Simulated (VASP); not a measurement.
Write the native input for VASP 6.6.1 that does the following.

```
Task                   : single point
Functional             : PBE
Potentials or basis    : VASP PAW PBE potentials, release 64 (Ni, Al)
Cutoff                 : 520 eV
k mesh                 : 9 × 9 × 9
Occupations            : gaussian, width 0.015 eV
Spin                   : collinear spin, ferromagnetic start
Starting moments       : [1.0, 0.0] μB
Dipole correction      : no
Further INCAR settings : ALGO = Fast; EDIFF = 1e-06; NBANDS = 18
```

The structure of AlNi lies in POSCAR:

```
AlNi
1.0
    2.8810000000      0.0000000000      0.0000000000
    0.0000000000      2.8810000000      0.0000000000
    0.0000000000      0.0000000000      2.8810000000
Ni Al
1 1
Direct
    0.5000000000      0.5000000000      0.5000000000
    0.0000000000      0.0000000000      0.0000000000
```

One way to write it, as run:

INCAR

```
  PREC = Accurate
  ENCUT = 520
  EDIFF = 1E-6
  ISMEAR = 0
  SIGMA = 0.015
  LREAL = F
  LASPH = T
  NELM = 150
  ALGO = Fast
  ISIF = 2
  LWAVE = F
  LCHARG = F
  ISPIN = 2
  MAGMOM = 1 0
  LORBIT = 11
  LMAXMIX = 4
  GGA = PE
  NBANDS = 18
```

KPOINTS

```
Automatic mesh
0
Gamma
  9 9 9
```

Potentials or basis: VASP PAW PBE potentials, release 64 (Ni, Al).

The run is started by

```bash
$ cat potpaw_PBE.64/Ni/POTCAR potpaw_PBE.64/Al/POTCAR > POTCAR
$ mpirun -np 1 vasp_std > vasp.out
```

Results of the run:

* Pressure: 1.8 GPa
* Net moment: 0.00 μB per cell
* Valence electrons inside the program's atomic spheres: Ni 9.46; Al 0.80

Run time: 18 s on 1 thread of Intel(R) Xeon(R) Platinum 8375C CPU @ 2.90GHz (Ice Lake), on a shared host, peak memory 0.16 GiB.
